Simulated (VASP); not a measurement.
# Ta4N5 (I4/m) in VASP: a series of runs

Runs on Ta4N5. Level: PBEsol. Tasks: single point.

All numbers are computed with VASP 6.6.1; they aren't measurements. Logs are shortened: lines on timing, memory, paths and dates and some standing lists are left out, and cuts for length are marked.

## Step 1: The cell of the first run

Symmetry: I4/m, No. 87, tetragonal system. Conventional cell: a = 6.826 Å, b = 6.826 Å, c = 4.254 Å, α = 90.00°, β = 90.00°, γ = 90.00°. Within 2.7 Å of Ta (site symmetry m) lie 6 N at 2.07 to 2.21 Å. N (site symmetry 4/m) has 4 Ta at 2.07 Å within 2.7 Å. Within 2.8 Å of N (site symmetry m) lie 5 Ta at 2.13 to 2.21 Å.

## Step 2: Single point, PBEsol

File INCAR:

```
ALGO     = Normal         # electronic algorithm
EDIFF    = 1E-7           # SCF threshold, eV
ENCUT    = 520            # plane-wave cutoff, eV
GGA      = PS             # functional
ISIF     = 2              # what is computed and relaxed
ISMEAR   = 0              # smearing method
LASPH    = T              # aspherical terms in the spheres
LCHARG   = F              # write CHGCAR
LREAL    = F              # projectors in reciprocal space
LWAVE    = F              # write WAVECAR
NBANDS   = 44             # bands
NELM     = 60             # most SCF steps
PREC     = Accurate       # precision mode
SIGMA    = 0.1            # smearing width, eV
```

File KPOINTS:

```
k-points
0
Gamma
  10 10 10
```

File POSCAR:

```
Ta4N5
1.0
   -3.4127997725      3.4127997725      2.1268887604
    3.4127997725     -3.4127997725      2.1268887604
    3.4127997725      3.4127997725     -2.1268887604
Ta N
4 5
Direct
    0.7843847865      0.6048724989      0.3892572855
    0.3951275011      0.7843847865      0.1795122876
    0.6048724989      0.2156152135      0.8204877124
    0.2156152135      0.3951275011      0.6107427145
    0.5000000000      0.5000000000      0.0000000000
    0.9081725662      0.3059167646      0.2140893308
    0.6940832354      0.9081725662      0.6022558015
    0.3059167646      0.0918274338      0.3977441985
    0.0918274338      0.6940832354      0.7859106692
```

Potentials or basis: VASP PAW PBE potentials, release 64 (Ta_pv, N).

Command:

```bash
$ cat potpaw_PBE.64/Ta_pv/POTCAR potpaw_PBE.64/N/POTCAR > POTCAR
$ mpirun -np 1 vasp_std > vasp.out
```

OUTCAR:

```text
EDIFF = 1E-7
   ENCUT = 520
   GGA = PS
   ISIF = 2
   ISMEAR = 0
   LASPH = T
   LREAL = F
   NELM = 60
   PREC = Accurate

 ion  position               nearest neighbor table
   1  0.784  0.605  0.389-   5 2.07   8 2.13   8 2.13   7 2.16   9 2.19   6 2.21   2 2.93   3 2.93
                             4 2.94   4 2.94   3 3.14   3 3.14   2 3.14   2 3.14   4 3.27
   2  0.395  0.784  0.180-   5 2.07   6 2.13   6 2.13   9 2.16   8 2.19   7 2.21   1 2.93   4 2.93
                             3 2.94   3 2.94   4 3.14   4 3.14   1 3.14   1 3.14   3 3.27
   3  0.605  0.216  0.820-   5 2.07   9 2.13   9 2.13   6 2.16   7 2.19   8 2.21   4 2.93   1 2.93
                             2 2.94   2 2.94   1 3.14   1 3.14   4 3.14   4 3.14   2 3.27
   4  0.216  0.395  0.611-   5 2.07   7 2.13   7 2.13   8 2.16   6 2.19   9 2.21   3 2.93   2 2.93
                             1 2.94   1 2.94   2 3.14   2 3.14   3 3.14   3 3.14   1 3.27
   5  0.500  0.500  0.000-   2 2.07   3 2.07   1 2.07   4 2.07
   6  0.908  0.306  0.214-   2 2.13   2 2.13   3 2.16   4 2.19   1 2.21
   7  0.694  0.908  0.602-   4 2.13   4 2.13   1 2.16   3 2.19   2 2.21
   8  0.306  0.092  0.398-   1 2.13   1 2.13   4 2.16   2 2.19   3 2.21
   9  0.092  0.694  0.786-   3 2.13   3 2.13   2 2.16   1 2.19   4 2.21

  LATTYP: Found a body centered tetragonal cell.
 ALAT       =     6.8255995450
 C/A-ratio  =     0.6232093595

  Lattice vectors:

 A1 = (  -3.4127997725,   3.4127997725,   2.1268887604)
 A2 = (   3.4127997725,  -3.4127997725,   2.1268887604)
 A3 = (   3.4127997725,   3.4127997725,  -2.1268887604)

Analysis of symmetry for initial positions (statically):
=====================================================================
 Subroutine PRICEL returns:
 Original cell was already a primitive cell.

 Routine SETGRP: Setting up the symmetry group for a
 body centered tetragonal supercell.

 Subroutine GETGRP returns: Found  8 space group operations
 (whereof  8 operations were pure point group operations)
 out of a pool of 16 trial point group operations.

The static configuration has the point symmetry C_4h.

Analysis of symmetry for dynamics (positions and initial velocities):
=====================================================================
 Subroutine PRICEL returns:
 Original cell was already a primitive cell.

 Routine SETGRP: Setting up the symmetry group for a
 body centered tetragonal supercell.

 Subroutine GETGRP returns: Found  8 space group operations
 (whereof  8 operations were pure point group operations)
 out of a pool of 16 trial point group operations.

The dynamic configuration has the point symmetry C_4h.

 Subroutine INISYM returns: Found  8 space group operations
 (whereof  8 operations are pure point group operations),
 and found     1 'primitive' translations

----------------------------------------------------------------------------------------

                                     Primitive cell

  volume of cell :      99.0892

  direct lattice vectors                    reciprocal lattice vectors
    -3.412799773  3.412799773  2.126888760     0.000000000  0.146507277  0.235085167
     3.412799773 -3.412799773  2.126888760     0.146507277  0.000000000  0.235085167
     3.412799773  3.412799773 -2.126888760     0.146507277  0.146507277  0.000000000

  length of vectors
     5.274282925  5.274282925  5.274282925     0.277000754  0.277000754  0.207192577

  position of ions in fractional coordinates (direct lattice)
     0.784384786  0.604872499  0.389257286
     0.395127501  0.784384786  0.179512288
     0.604872499  0.215615214  0.820487712
     0.215615214  0.395127501  0.610742714
     0.500000000  0.500000000  0.000000000
     0.908172566  0.305916765  0.214089331
     0.694083235  0.908172566  0.602255802
     0.305916765  0.091827434  0.397744198
     0.091827434  0.694083235  0.785910669

  ion indices of the primitive-cell ions
   primitive index   ion index
                 1           1
                 2           2
                 3           3
                 4           4
                 5           5
                 6           6
                 7           7
                 8           8
                 9           9

----------------------------------------------------------------------------------------

 KPOINTS: k-points

Automatic generation of k-mesh.
 Grid dimensions read from file:
 generate k-points for:   10   10   10

 Generating k-lattice:

  Cartesian coordinates                     Fractional coordinates (reciprocal lattice)
     0.000000000  0.014650728  0.023508517     0.100000000  0.000000000  0.000000000
     0.014650728  0.000000000  0.023508517     0.000000000  0.100000000  0.000000000
     0.014650728  0.014650728  0.000000000     0.000000000  0.000000000  0.100000000

  Length of vectors
     0.027700075  0.027700075  0.020719258

  Shift w.r.t. Gamma in fractional coordinates (k-lattice)
[... 40 lines left out ...]
   NSW    =      0    number of steps for IOM
   IBRION =     -1    ionic relax: 0-MD 1-quasi-New 2-CG
   NFREE  =      0    steps in history (QN), initial steepest desc. (CG)
   ISIF   =      2    stress and relaxation
   ISYM   =      2    0-nonsym 1-usesym 2-fastsym
   POTIM  = 0.5000    time-step for ionic-motion
   TEBEG  =    0.0;   TEEND  =   0.0 temperature during run
   PSTRESS=    0.0 pullay stress
   NELECT =      69.0000    total number of electrons
   NUPDOWN=      -1.0000    fix difference up-down
   EMIN   =  10.00;   EMAX   =-10.00  energy-range for DOS
   EFERMI =   0.00;   METHOD = LEGACY
   ISMEAR =     0;   SIGMA  =   0.10  broadening in eV -4-tet -1-fermi 0-gaus
   EFERMI_NEDOS =   21; number of points for ismear=-14 and -15
   IALGO  =     38    algorithm
   IMIX   =      4    mixing-type and parameters
     AMIX     =   0.40;   BMIX     =  1.00
     AMIX_MAG =   1.60;   BMIX_MAG =  1.00
  volume/ion in A,a.u.               =      11.01        74.30
  Fermi-wavevector in a.u.,A,eV,Ry     =   1.451050  2.742087 28.647697  2.105546
  Thomas-Fermi vector in A             =   2.568592
   LORBIT       =      0    0 simple, 1 ext, 2 COOP (PROOUT), +10 PAW based schemes
   GGA     = PS    functional components
   LHFCALC =     F    Hartree Fock is set to
   AEXX    =    0.0000 exact exchange contribution
   IVDW    =     0    specifies the selected vdW correction
   LEPSILON=     F    determine dielectric tensor
   LRPA    =     F    only Hartree local field effects (RPA)
 non-spin polarized calculation
 Gauss-broadening in eV      SIGMA  =   0.10
  energy-cutoff  :      520.00
  volume of cell :       99.09
 maximum number of plane-waves:      2688
   NGX = 19   NGY = 19   NGZ = 19

 number of electron      68.9999996 magnetization

 Free energy of the ion-electron system (eV)
  ---------------------------------------------------
  ext. energy  EPLUGINS =         0.00000000
  ---------------------------------------------------
  free energy    TOTEN  =      -104.44814602 eV

  energy without entropy =     -104.44019643  energy(sigma->0) =     -104.44417123

 E-fermi :   7.6678     XC(G=0): -12.9113

 val. band max:        7.6660066594   @ k =   0.5000   0.3000  -0.2000
 cond. band min:       7.6882000070   @ k =  -0.3000   0.2000  -0.1000
 fundamental gap:      0.0221933476
 Fermi energy:         7.6677690883

 k-point     1 :       0.0000    0.0000    0.0000
  band No.  band energies     occupation
      1     -28.4047      2.00000
      2     -28.3968      2.00000
      3     -28.2504      2.00000
      4     -28.2504      2.00000
      5     -28.2421      2.00000
      6     -28.2421      2.00000
[... 36 lines left out ...]
     43      10.0660      0.00000
     44      11.2689      0.00000

 k-point     2 :       0.1000    0.0000   -0.0000
  band No.  band energies     occupation
      1     -28.4151      2.00000
      2     -28.4070      2.00000
      3     -28.3111      2.00000
      4     -28.3004      2.00000
      5     -28.1934      2.00000
      6     -28.1768      2.00000
[... 1026 lines left out ...]
 k-point    24 :       0.3000    0.2000    0.0000
  band No.  band energies     occupation
      1     -28.5442      2.00000
      2     -28.4403      2.00000
      3     -28.3916      2.00000
      4     -28.2906      2.00000
      5     -28.2039      2.00000
      6     -28.1342      2.00000
[... 36 lines left out ...]
     43      10.8308      0.00000
     44      11.3593      0.00000

 [... further k-points ...]

------------------------ aborting loop because EDIFF is reached ----------------------------------------

  FORCE on cell =-STRESS in cart. coord.  units (eV):
  Direction    XX          YY          ZZ          XY          YZ          ZX
  --------------------------------------------------------------------------------------
  -------------------------------------------------------------------------------------
  Total        0.5206937      0.5206937      0.4956856     -0.0000000      0.0000000      0.0000000
  in kB        8.4191169      8.4191169      8.0147589     -0.0000002      0.0000000      0.0000000
  external PRESSURE =       8.2843309 kB  Pullay stress =       0.0000000 kB

 VOLUME and BASIS-vectors are now :
 -----------------------------------------------------------------------------
  energy-cutoff  :      520.00
  volume of cell :       99.09
      direct lattice vectors                 reciprocal lattice vectors
    -3.412799773  3.412799773  2.126888760     0.000000000  0.146507277  0.235085167
     3.412799773 -3.412799773  2.126888760     0.146507277  0.000000000  0.235085167
     3.412799773  3.412799773 -2.126888760     0.146507277  0.146507277  0.000000000

 POSITION                                       TOTAL-FORCE (eV/Angst)
 -----------------------------------------------------------------------------------
      0.71582      1.94110      2.12689         0.005329      0.001785     -0.000000
      1.94110     -0.71582      2.12689         0.001785     -0.005329      0.000000
      1.47170      4.12862      0.00000        -0.001785      0.005329     -0.000000
      2.69698      1.47170      0.00000        -0.005329     -0.001785      0.000000
      0.00000      0.00000      2.12689         0.000000      0.000000     -0.000000
     -1.32473      2.78602      2.12689        -0.018424      0.013522     -0.000000
      2.78602      1.32473      2.12689         0.013522      0.018424     -0.000000
      0.62678      2.08807     -0.00000        -0.013522     -0.018424      0.000000
      4.73753      0.62678      0.00000         0.018424     -0.013522      0.000000
 -----------------------------------------------------------------------------------
    total drift:                                0.000000      0.000000      0.000000

  FREE ENERGIE OF THE ION-ELECTRON SYSTEM (eV)
  ---------------------------------------------------
  free  energy   TOTEN  =      -104.4481460235 eV

  energy  without entropy=     -104.4401964337  energy(sigma->0) =     -104.44417123
```

Wall time 20 min (1 thread of AMD EPYC 7R13, shared host); peak memory 0.54 GiB.

What came out:

| Quantity | Value |
| --- | --- |
| Free energy | -104.4481 eV |
| Pressure | 0.8 GPa |
| Largest force | 0.023 eV/Å |

Forces in eV/Å, atoms in the order of the input:
```
Ta   0.005  0.002  0.000
Ta   0.002 -0.005  0.000
Ta  -0.002  0.005  0.000
Ta  -0.005 -0.002  0.000
N    0.000  0.000  0.000
N   -0.018  0.014  0.000
N    0.014  0.018  0.000
N   -0.014 -0.018  0.000
N    0.018 -0.014  0.000
```

Levels at points of the mesh, in eV from the Fermi level:
| k point | band 31 | band 32 | band 33 | band 34 | band 35 | band 36 | band 37 | band 38 | band 39 | band 40 |
| --- | --- | --- | --- | --- | --- | --- | --- | --- | --- | --- |
| (0.00, 0.00, 0.00) | -2.55 | -2.55 | -1.35 | -1.35 | -1.02 | 0.56 | 0.86 | 1.07 | 1.07 | 1.57 |
| (0.50, 0.00, 0.00) | -4.24 | -2.98 | -1.18 | 0.54 | 1.09 | 1.52 | 1.84 | 1.98 | 2.01 | 2.46 |
| (0.50, 0.50, 0.00) | -3.42 | -3.11 | -2.96 | -1.67 | -0.52 | 0.38 | 0.64 | 1.64 | 1.65 | 2.04 |
| (0.50, 0.50, 0.50) | -3.50 | -3.50 | -3.24 | -2.00 | -1.76 | -0.57 | -0.57 | 2.58 | 2.79 | 2.79 |

Caveat: the PAW data sets were made with another functional, which shifts forces and pressure a little; spin-orbit coupling is left out, which moves the levels of the heavy elements.

## Step 3: Single point, PBEsol

File INCAR:

```
SYSTEM = Ta4N5
PREC = Accurate
ENCUT = 520
EDIFF = 1E-7
ISMEAR = -1
SIGMA = 0.15
LREAL = .False.
LASPH = .True.
NELM = 60
ALGO = Normal
ISIF = 2
LWAVE = .False.
LCHARG = .True.
GGA = PS
LELF = .True.
LVHAR = .True.
NBANDS = 44
```

File KPOINTS:

```
Automatic mesh
0
Gamma
  10 10 10
  0 0 0
```

File POSCAR:

```
Ta4N5
1.0
   -3.4125865018      3.4125865018      2.1281065088
    3.4125865018     -3.4125865018      2.1281065088
    3.4125865018      3.4125865018     -2.1281065088
Ta N
4 5
Direct
    0.7845897451      0.6048378003      0.3894275454
    0.3951621997      0.7845897451      0.1797519448
    0.6048378003      0.2154102549      0.8202480552
    0.2154102549      0.3951621997      0.6105724546
    0.5000000000      0.5000000000      0.0000000000
    0.9080820590      0.3061156910      0.2141977500
    0.6938843090      0.9080820590      0.6019663680
    0.3061156910      0.0919179410      0.3980336320
    0.0919179410      0.6938843090      0.7858022500
```

Potentials or basis: VASP PAW PBE potentials, release 64 (Ta_pv, N).

Command:

```bash
$ cat potpaw_PBE.64/Ta_pv/POTCAR potpaw_PBE.64/N/POTCAR > POTCAR
$ mpirun -np 1 vasp_std > vasp.out
```

Run time: 19 min. Hardware: 1 thread of AMD EPYC 7R13, shared host; peak memory 0.54 GiB.

The run converged. Its results:

- Free energy: -104.5056 eV
- Pressure: 0.8 GPa
- Largest force: 0.022 eV/Å

Forces in eV/Å, atoms in the order of the input:
```
Ta   0.005  0.000  0.000
Ta   0.000 -0.005  0.000
Ta   0.000  0.005  0.000
Ta  -0.005  0.000  0.000
N    0.000  0.000  0.000
N   -0.018  0.013  0.000
N    0.013  0.018  0.000
N   -0.013 -0.018  0.000
N    0.018 -0.013  0.000
```

Levels at points of the mesh, in eV from the Fermi level:
```csv
k point,band 32,band 33,band 34,band 35,band 36,band 37,band 38,band 39
"(0.00, 0.00, 0.00)",-2.50,-1.30,-1.30,-0.97,0.60,0.91,1.12,1.12
"(0.50, 0.00, 0.00)",-2.92,-1.12,0.58,1.13,1.56,1.88,2.02,2.04
"(0.50, 0.50, 0.00)",-3.06,-2.91,-1.62,-0.46,0.42,0.69,1.69,1.70
"(0.50, 0.50, 0.50)",-3.45,-3.19,-1.95,-1.71,-0.52,-0.52,2.62,2.83
```

Caveat: the PAW data sets were made with another functional, which shifts forces and pressure a little; spin-orbit coupling is left out, which moves the levels of the heavy elements.

## Step 4: Single point, PBEsol (volume scaled by 1.03, then relaxed in part)

File INCAR:

```
PREC = Accurate
ENCUT = 600
EDIFF = 1E-6
ISMEAR = 0
SIGMA = 0.1
LREAL = False
LASPH = True
NELM = 120
ALGO = Normal
ISIF = 2
LWAVE = False
LCHARG = False
GGA = PS
NBANDS = 44
GGA_COMPAT = False
```

File KPOINTS:

```
regular mesh
0
Gamma
  10 10 10
```

File POSCAR:

```
Ta4N5
1.0
   -3.4497223646      3.4497223646      2.1440520802
    3.4497223646     -3.4497223646      2.1440520802
    3.4497223646      3.4497223646     -2.1440520802
Ta N
4 5
Direct
    0.7835843485      0.6049567104      0.3885410588
    0.3950432896      0.7835843485      0.1786276381
    0.6049567104      0.2164156515      0.8213723619
    0.2164156515      0.3950432896      0.6114589412
    0.5000000000      0.5000000000      0.0000000000
    0.9075228507      0.3082406646      0.2157635154
    0.6917593354      0.9075228507      0.5992821861
    0.3082406646      0.0924771493      0.4007178139
    0.0924771493      0.6917593354      0.7842364846
```

Command:

```bash
$ cat potpaw_PBE.64/Ta_pv/POTCAR potpaw_PBE.64/N/POTCAR > POTCAR
$ mpirun -np 1 vasp_std > vasp.out
```

Wall time 17 min (1 thread of Intel Xeon Platinum 8488C (Sapphire Rapids), shared host); peak memory 0.73 GiB.

Results (log left out):

- Free energy: -104.3918 eV
- Pressure: -8.0 GPa
- Largest force: 0.022 eV/Å

Forces on the atoms (eV/Å):
```
Ta   0.004 -0.002  0.000
Ta  -0.002 -0.004  0.000
Ta   0.002  0.004  0.000
Ta  -0.004  0.002  0.000
N    0.000  0.000  0.000
N   -0.017  0.014  0.000
N    0.014  0.017  0.000
N   -0.014 -0.017  0.000
N    0.017 -0.014  0.000
```

Levels at points of the mesh, in eV from the Fermi level:
| k point | band 31 | band 32 | band 33 | band 34 | band 35 | band 36 | band 37 | band 38 | band 39 | band 40 |
| --- | --- | --- | --- | --- | --- | --- | --- | --- | --- | --- |
| (0.00, 0.00, 0.00) | -2.51 | -2.51 | -1.30 | -1.30 | -0.98 | 0.53 | 0.95 | 1.02 | 1.02 | 1.45 |
| (0.50, 0.00, 0.00) | -4.16 | -2.95 | -1.17 | 0.50 | 1.03 | 1.44 | 1.80 | 1.87 | 1.96 | 2.30 |
| (0.50, 0.50, 0.00) | -3.38 | -3.05 | -2.78 | -1.59 | -0.56 | 0.37 | 0.65 | 1.56 | 1.58 | 1.97 |
| (0.50, 0.50, 0.50) | -3.48 | -3.48 | -3.12 | -1.86 | -1.69 | -0.52 | -0.52 | 2.41 | 2.67 | 2.67 |

Caveat: the PAW data sets were made with another functional, which shifts forces and pressure a little; spin-orbit coupling is left out, which moves the levels of the heavy elements.

## Step 5: The runs side by side

| cell | cutoff (eV) | smearing | gap on the mesh (eV) | pressure (GPa) | largest force (eV/Å) |
| --- | --- | --- | --- | --- | --- |
| a = 5.274 Å, angles 99.4, 99.4, 132.4°, 9 atoms | 520 | gaussian 0.1 eV | none | 0.8 | 0.02 |
| a = 5.274 Å, angles 99.4, 99.4, 132.4°, 9 atoms | 520 | fermi-dirac 0.15 eV | none | 0.8 | 0.02 |
| a = 5.329 Å, angles 99.3, 99.3, 132.6°, 9 atoms | 600 | gaussian 0.1 eV | none | -8.0 | 0.02 |

Some of these runs hold the atoms at other places in the same cell, which the table doesn't show; runs alike in all that it shows share one row.

Alike in all rows: task single point; level PBEsol; potentials or basis VASP PAW PBE potentials, release 64 (Ta_pv, N); no spin polarisation; k mesh 10 × 10 × 10.

Caveats: the PAW data sets were made with another functional, which shifts forces and pressure a little; spin-orbit coupling is left out, which moves the levels of the heavy elements.

Total energies depend on the potentials used, so only differences within one code and one set of settings carry meaning.
